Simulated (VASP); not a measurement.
## Ta3N: single point with PBE

Ta3N:

```
Ta N
1.0
     3.03222    0.00000    0.00000
    -1.51611    2.62598    0.00000
     0.00000    0.00000    7.52414
Ta N
3 1
Cartesian
  0.0000 0.0000 3.7621
  0.0000 1.7507 1.3087
  1.5161 0.8753 6.2155
  0.0000 0.0000 0.0000
```

* Program: VASP 6.6.1
* Task: single point
* Functional: PBE
* Potentials or basis: VASP PAW PBE potentials, release 64 (Ta_pv, N)
* Cutoff: 600 eV
* k mesh: 10 × 10 × 4
* Occupations: methfessel-paxton, width 0.05 eV
* Spin: no spin polarisation

```json
{
  "Pressure": "-0.4 GPa",
  "Largest force": "0.062 eV/Å",
  "Band gap on the k mesh": "zero (bands 19 and 20 overlap by 0.65 eV)"
}
```

Forces on the atoms (eV/Å):
```
Ta   0.000  0.000  0.000
Ta   0.000  0.000 -0.062
Ta   0.000  0.000  0.062
N    0.000  0.000  0.000
```

Stress tensor (GPa, compression positive):
```
-0.81  0.00  0.00
 0.00 -0.81  0.00
 0.00  0.00  0.36
```

Levels at points of the mesh, in eV from the Fermi level:
| k point | band 16 | band 17 | band 18 | band 19 | band 20 | band 21 | band 22 | band 23 |
| --- | --- | --- | --- | --- | --- | --- | --- | --- |
| (0.00, 0.00, 0.00) | -1.42 | -0.49 | -0.49 | -0.33 | 0.25 | 0.25 | 0.91 | 1.83 |
| (0.50, 0.00, 0.00) | -3.14 | -1.20 | -0.53 | 0.15 | 0.67 | 0.85 | 3.46 | 3.99 |
| (0.00, 0.00, 0.50) | -1.28 | -1.15 | -0.27 | -0.27 | 0.51 | 0.51 | 1.19 | 1.25 |
| (0.50, 0.00, 0.50) | -2.93 | -1.36 | -1.27 | 0.13 | 0.91 | 1.22 | 2.39 | 4.36 |

Wall time 2.2 min on 1 thread of AMD EPYC 7R43 64-Core Processor (Zen 3) (shared host), peak memory 0.2 GiB.

Caveat: spin-orbit coupling is left out, which moves the levels of the heavy elements.
